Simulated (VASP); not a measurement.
# Tl (R3m) in VASP: single point with PBE

Aim: the single point of Tl with PBE.

Program: VASP 6.6.1. These are calculated values, not measurements. Logs are shortened: lines on timing, memory, paths and dates and some standing lists are left out, and cuts for length are marked.

## 1. The cell of the first run

The structure is trigonal, space group R3m (No. 160). Conventional cell: a = 3.562 Å, b = 3.562 Å, c = 24.721 Å, α = 90.00°, β = 90.00°, γ = 120.00°. Within 4.5 Å of Tl (site symmetry 3m) lie 12 Tl at 3.38 to 3.56 Å. Tl (site symmetry 3m) has 12 Tl at 3.38 to 3.56 Å within 4.5 Å. Tl (site symmetry 3m) has 12 Tl at 3.45 to 3.56 Å within 4.5 Å.

## 2. Single point, PBE (one atom moved)

INCAR reads:

```
SYSTEM = Tl
ALGO = Normal
EDIFF = 1E-6
ENCUT = 500
GGA = PE
GGA_COMPAT = .FALSE.
ISIF = 2
ISMEAR = 0
LASPH = .TRUE.
LCHARG = .FALSE.
LREAL = .FALSE.
LWAVE = .FALSE.
NBANDS = 26
NELM = 120
PREC = Accurate
SIGMA = 0.1
```

KPOINTS reads:

```
k-points
0
G
  12 12 12
  0 0 0
```

POSCAR reads:

```
Tl
1.0
    1.7810518452      1.0282907623      8.2404167867
   -1.7810518452      1.0282907623      8.2404167867
    0.0000000000     -2.0565815246      8.2404167867
Tl
3
Direct
    0.0000000000      0.0000000000      0.0000000000
    0.2245812526      0.2245812526      0.2245812526
    0.7790593400      0.7790593400      0.7790593400
```

Potentials or basis: VASP PAW PBE potentials, release 64 (Tl_d).

Launch:

```bash
$ cat potpaw_PBE.64/Tl_d/POTCAR > POTCAR
$ mpirun -np 1 vasp_std > vasp.out
```

OUTCAR:

```text
SYSTEM = Tl
   EDIFF = 1E-6
   ENCUT = 500
   GGA = PE
   ISIF = 2
   ISMEAR = 0
   LASPH = .TRUE.
   LREAL = .FALSE.
   NELM = 120
   PREC = Accurate

 ion  position               nearest neighbor table
   1  0.000  0.000  0.000-   2 3.38   2 3.38   2 3.38   3 3.46   3 3.46   3 3.46
   2  0.225  0.225  0.225-   1 3.38   1 3.38   1 3.38   3 3.45   3 3.45   3 3.45
   3  0.779  0.779  0.779-   2 3.45   2 3.45   2 3.45   1 3.46   1 3.46   1 3.46

  LATTYP: Found a trigonal (rhomboedric) cell.
 ALAT       =     8.4931735168
 COS(alpha) =     0.9120485254

  Lattice vectors:

 A1 = (   1.7810518452,   1.0282907623,   8.2404167867)
 A2 = (  -1.7810518452,   1.0282907623,   8.2404167867)
 A3 = (   0.0000000000,  -2.0565815246,   8.2404167867)

Analysis of symmetry for initial positions (statically):
=====================================================================
 Subroutine PRICEL returns:
 Original cell was already a primitive cell.

 Routine SETGRP: Setting up the symmetry group for a
 trigonal (rhombohedral) supercell.

 Subroutine GETGRP returns: Found  6 space group operations
 (whereof  6 operations were pure point group operations)
 out of a pool of 12 trial point group operations.

The static configuration has the point symmetry C_3v.

Analysis of symmetry for dynamics (positions and initial velocities):
=====================================================================
 Subroutine PRICEL returns:
 Original cell was already a primitive cell.

 Routine SETGRP: Setting up the symmetry group for a
 trigonal (rhombohedral) supercell.

 Subroutine GETGRP returns: Found  6 space group operations
 (whereof  6 operations were pure point group operations)
 out of a pool of 12 trial point group operations.

The dynamic configuration has the point symmetry C_3v.

 Subroutine INISYM returns: Found  6 space group operations
 (whereof  6 operations are pure point group operations),
 and found     1 'primitive' translations

----------------------------------------------------------------------------------------

                                     Primitive cell

  volume of cell :      90.5509

  direct lattice vectors                    reciprocal lattice vectors
     1.781051845  1.028290762  8.240416787     0.280732984  0.162081264  0.040451028
    -1.781051845  1.028290762  8.240416787    -0.280732984  0.162081264  0.040451028
     0.000000000 -2.056581525  8.240416787     0.000000000 -0.324162528  0.040451028

  length of vectors
     8.493173517  8.493173517  8.493173517     0.326676645  0.326676645  0.326676645

  position of ions in fractional coordinates (direct lattice)
     0.000000000  0.000000000  0.000000000
     0.224581253  0.224581253  0.224581253
     0.779059340  0.779059340  0.779059340

  ion indices of the primitive-cell ions
   primitive index   ion index
                 1           1
                 2           2
                 3           3

----------------------------------------------------------------------------------------

 KPOINTS: k-points

Automatic generation of k-mesh.
 Grid dimensions read from file:
 generate k-points for:   12   12   12

 Generating k-lattice:

  Cartesian coordinates                     Fractional coordinates (reciprocal lattice)
     0.023394415  0.013506772  0.003370919     0.083333333  0.000000000 -0.000000000
    -0.023394415  0.013506772  0.003370919     0.000000000  0.083333333 -0.000000000
     0.000000000 -0.027013544  0.003370919    -0.000000000 -0.000000000  0.083333333

  Length of vectors
     0.027223054  0.027223054  0.027223054

  Shift w.r.t. Gamma in fractional coordinates (k-lattice)
     0.000000000  0.000000000  0.000000000

 Subroutine IBZKPT returns following result:
 ===========================================

 Found    189 irreducible k-points:

 Following reciprocal coordinates:
            Coordinates               Weight
  0.000000  0.000000  0.000000      1.000000
  0.083333 -0.000000  0.000000      6.000000
  0.166667 -0.000000 -0.000000      6.000000
  0.250000 -0.000000 -0.000000      6.000000
  0.333333 -0.000000 -0.000000      6.000000
  0.416667  0.000000  0.000000      6.000000
[... 16 lines left out ...]
  0.500000  0.166667 -0.000000     12.000000
 -0.416667  0.166667  0.000000     12.000000
 [... further k-points ...]
   k-points           NKPTS =    189   k-points in BZ     NKDIM =    189   number of bands    NBANDS=     26
   number of dos      NEDOS =    301   number of ions     NIONS =      3
   total plane-waves  NPLWV = 262144
   dimension x,y,z NGX =    64 NGY =   64 NGZ =   64
   dimension x,y,z NGXF=   128 NGYF=  128 NGZF=  128
   ions per type =               3
   NGX,Y,Z   is equivalent  to a cutoff of  12.53, 12.53, 12.53 a.u.
   NGXF,Y,Z  is equivalent  to a cutoff of  25.05, 25.05, 25.05 a.u.
 SYSTEM =  Tl
   PREC   = accura    normal or accurate (medium, high low for compatibility)
   ISTART =      0    job   : 0-new  1-cont  2-samecut
   ICHARG =      2    charge: 1-file 2-atom 10-const
   ISPIN  =      1    spin polarized calculation?
   LNONCOLLINEAR =      F non collinear calculations
   LSORBIT =      F    spin-orbit coupling
   LASPH  =      T    aspherical Exc in radial PAW
   ENCUT  =  500.0 eV  36.75 Ry    6.06 a.u.  15.49 15.49 15.49*2*pi/ulx,y,z
   NELM   =    120;   NELMIN=  2; NELMDL= -5     # of ELM steps
   EDIFF  = 0.1E-05   stopping-criterion for ELM
   LREAL  =      F    real-space projection
   EDIFFG = 0.1E-04   stopping-criterion for IOM
   NSW    =      0    number of steps for IOM
   IBRION =     -1    ionic relax: 0-MD 1-quasi-New 2-CG
   NFREE  =      0    steps in history (QN), initial steepest desc. (CG)
   ISIF   =      2    stress and relaxation
   ISYM   =      2    0-nonsym 1-usesym 2-fastsym
   POTIM  = 0.5000    time-step for ionic-motion
   TEBEG  =    0.0;   TEEND  =   0.0 temperature during run
   PSTRESS=    0.0 pullay stress
   NELECT =      39.0000    total number of electrons
   NUPDOWN=      -1.0000    fix difference up-down
   EMIN   =  10.00;   EMAX   =-10.00  energy-range for DOS
   EFERMI =   0.00;   METHOD = LEGACY
   ISMEAR =     0;   SIGMA  =   0.10  broadening in eV -4-tet -1-fermi 0-gaus
   EFERMI_NEDOS =   21; number of points for ismear=-14 and -15
   IALGO  =     38    algorithm
   IMIX   =      4    mixing-type and parameters
     AMIX     =   0.40;   BMIX     =  1.00
     AMIX_MAG =   1.60;   BMIX_MAG =  1.00
  volume/ion in A,a.u.               =      30.18       203.69
  Fermi-wavevector in a.u.,A,eV,Ry     =   1.236323  2.336312 20.796442  1.528495
  Thomas-Fermi vector in A             =   2.370937
   LORBIT       =      0    0 simple, 1 ext, 2 COOP (PROOUT), +10 PAW based schemes
   GGA     = PE    functional components
   LHFCALC =     F    Hartree Fock is set to
   AEXX    =    0.0000 exact exchange contribution
   IVDW    =     0    specifies the selected vdW correction
   LEPSILON=     F    determine dielectric tensor
   LRPA    =     F    only Hartree local field effects (RPA)
 non-spin polarized calculation
 Gauss-broadening in eV      SIGMA  =   0.10
  energy-cutoff  :      500.00
  volume of cell :       90.55
 maximum number of plane-waves:      2346
 NGX is ok and might be reduce to    64
   NGX = 31   NGY = 31   NGZ = 31

 number of electron      38.9999998 magnetization

 Free energy of the ion-electron system (eV)
  ---------------------------------------------------
  ext. energy  EPLUGINS =         0.00000000
  ---------------------------------------------------
  free energy    TOTEN  =        -6.62610587 eV

  energy without entropy =       -6.61796202  energy(sigma->0) =       -6.62203394

 E-fermi :   6.0653     XC(G=0):  -9.9212

 val. band max:        6.0524862495   @ k =   0.4167   0.2500   0.0000
 cond. band min:       6.0697420194   @ k =  -0.3333   0.4167   0.2500
 fundamental gap:      0.0172557699
 Fermi energy:         6.0653135462

 k-point     1 :       0.0000    0.0000    0.0000
  band No.  band energies     occupation
      1      -5.6275      2.00000
      2      -5.5906      2.00000
      3      -5.5382      2.00000
      4      -5.5382      2.00000
      5      -5.4908      2.00000
      6      -5.4908      2.00000
[... 18 lines left out ...]
     25      15.3250      0.00000
     26      15.3250      0.00000

 k-point     2 :       0.0833   -0.0000    0.0000
  band No.  band energies     occupation
      1      -5.6178      2.00000
      2      -5.5847      2.00000
      3      -5.5411      2.00000
      4      -5.5224      2.00000
      5      -5.5031      2.00000
      6      -5.4737      2.00000
[... 18 lines left out ...]
     25      14.3681      0.00000
     26      15.5636      0.00000

 k-point     3 :       0.1667   -0.0000   -0.0000
  band No.  band energies     occupation
      1      -5.6320      2.00000
      2      -5.5956      2.00000
      3      -5.5368      2.00000
      4      -5.5010      2.00000
      5      -5.4997      2.00000
      6      -5.4680      2.00000
[... 18 lines left out ...]
     25      12.6870      0.00000
     26      14.7283      0.00000

 k-point     4 :       0.2500   -0.0000   -0.0000
  band No.  band energies     occupation
      1      -5.6810      2.00000
      2      -5.6318      2.00000
      3      -5.5589      2.00000
      4      -5.5128      2.00000
      5      -5.5074      2.00000
      6      -5.4779      2.00000
[... 18 lines left out ...]
     25      11.7829      0.00000
     26      13.8626      0.00000

 k-point     5 :       0.3333   -0.0000   -0.0000
  band No.  band energies     occupation
      1      -5.7277      2.00000
      2      -5.6715      2.00000
      3      -5.6182      2.00000
      4      -5.5471      2.00000
      5      -5.5398      2.00000
      6      -5.5233      2.00000
[... 18 lines left out ...]
     25      11.0476      0.00000
     26      12.9131      0.00000

 k-point     6 :       0.4167    0.0000    0.0000
  band No.  band energies     occupation
      1      -5.7568      2.00000
      2      -5.7005      2.00000
      3      -5.6709      2.00000
      4      -5.5955      2.00000
      5      -5.5618      2.00000
      6      -5.5586      2.00000
[... 427 lines left out ...]
 k-point    21 :       0.3333    0.1667   -0.0000
  band No.  band energies     occupation
      1      -5.6469      2.00000
      2      -5.6235      2.00000
      3      -5.5814      2.00000
      4      -5.5350      2.00000
      5      -5.4841      2.00000
      6      -5.4780      2.00000
[... 18 lines left out ...]
     25      11.2437      0.00000
     26      12.5715      0.00000

 k-point    22 :       0.4167    0.1667   -0.0000
  band No.  band energies     occupation
      1      -5.6844      2.00000
      2      -5.6427      2.00000
      3      -5.5880      2.00000
      4      -5.5599      2.00000
      5      -5.5204      2.00000
      6      -5.4896      2.00000
[... 18 lines left out ...]
     25      11.5888      0.00000
     26      11.9848      0.00000

 k-point    23 :       0.5000    0.1667   -0.0000
  band No.  band energies     occupation
      1      -5.7116      2.00000
      2      -5.6652      2.00000
      3      -5.6026      2.00000
      4      -5.5871      2.00000
      5      -5.5473      2.00000
      6      -5.4854      2.00000
[... 18 lines left out ...]
     25      11.5010      0.00000
     26      12.1410      0.00000

 k-point    24 :      -0.4167    0.1667    0.0000
  band No.  band energies     occupation
      1      -5.7245      2.00000
      2      -5.6719      2.00000
      3      -5.6205      2.00000
      4      -5.5873      2.00000
      5      -5.5451      2.00000
      6      -5.4896      2.00000
[... 18 lines left out ...]
     25      11.2298      0.00000
     26      11.4048      0.00000

 [... further k-points ...]
[... 5 lines left out ...]
  --------------------------------------------------------------------------------------
  -------------------------------------------------------------------------------------
  Total        0.5537994      0.5537994      0.8106011      0.0000000      0.0000000      0.0000000
  in kB        9.7987383      9.7987383     14.3424990      0.0000000      0.0000000      0.0000000
  external PRESSURE =      11.3133252 kB  Pullay stress =       0.0000000 kB

 VOLUME and BASIS-vectors are now :
 -----------------------------------------------------------------------------
  energy-cutoff  :      500.00
  volume of cell :       90.55
      direct lattice vectors                 reciprocal lattice vectors
     1.781051845  1.028290762  8.240416787     0.280732984  0.162081264  0.040451028
    -1.781051845  1.028290762  8.240416787    -0.280732984  0.162081264  0.040451028
     0.000000000 -2.056581525  8.240416787     0.000000000 -0.324162528  0.040451028

 POSITION                                       TOTAL-FORCE (eV/Angst)
 -----------------------------------------------------------------------------------
      0.00000      0.00000      0.00000         0.000000      0.000000      0.109515
      0.00000      0.00000      5.55193         0.000000      0.000000     -0.207337
      0.00000      0.00000     19.25932         0.000000     -0.000000      0.097822
 -----------------------------------------------------------------------------------
    total drift:                                0.000000     -0.000000      0.000424

  FREE ENERGIE OF THE ION-ELECTRON SYSTEM (eV)
  ---------------------------------------------------
  free  energy   TOTEN  =        -6.6261058702 eV

  energy  without entropy=       -6.6179620169  energy(sigma->0) =       -6.62203394
```

It took 19 min on 1 thread of Intel Xeon Platinum 8259CL at 2.50GHz (Skylake/Cascade Lake), shared host; peak memory 0.73 GiB.

What came out:

```
Free energy            : -6.6261 eV
Pressure               : 1.1 GPa
Largest force          : 0.207 eV/Å
Band gap on the k mesh : zero (an odd number of electrons rules out a gap without spin polarisation)
```

Forces in eV/Å, atoms in the order of the input:
```
Tl   0.000  0.000  0.110
Tl   0.000  0.000 -0.207
Tl   0.000  0.000  0.098
```

Caveat: the cell differs from its parent crystal (one atom moved); spin-orbit coupling is left out, which moves the levels of the heavy elements.
